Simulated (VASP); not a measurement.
A run of VASP 6.6.1 is set up as follows.

The input INCAR:

```
PREC = Accurate
ENCUT = 520
EDIFF = 1E-6
ISMEAR = 0
SIGMA = 0.05
LREAL = False
LASPH = True
NELM = 100
ALGO = Normal
ISIF = 2
LWAVE = False
LCHARG = True
GGA = PS
LELF = True
LVHAR = True
NBANDS = 17
```

KPOINTS

```
regular mesh
0
Gamma
  8 8 8
```

Contents of POSCAR:

```
PbS
1.0
    0.0000000000      2.9657500000      2.9657500000
    2.9657500000      0.0000000000      2.9657500000
    2.9657500000      2.9657500000      0.0000000000
Pb S
1 1
Direct
    0.0000000000      0.0000000000      0.0000000000
    0.5000000000      0.5000000000      0.5000000000
```

Potentials or basis: VASP PAW PBE potentials, release 64 (Pb_d, S).

Launch:

```sh
$ cat potpaw_PBE.64/Pb_d/POTCAR potpaw_PBE.64/S/POTCAR > POTCAR
$ mpirun -np 1 vasp_std > vasp.out
```

Problem. Predict the band gap on the k mesh.

Solution. 0.25 eV, direct.

Problem. Predict the pressure.

Solution. -0.9 GPa.

Caveat: the PAW data sets were made with another functional, which shifts forces and pressure a little; spin-orbit coupling is left out, which moves the levels of the heavy elements. A k mesh can miss the band edges.
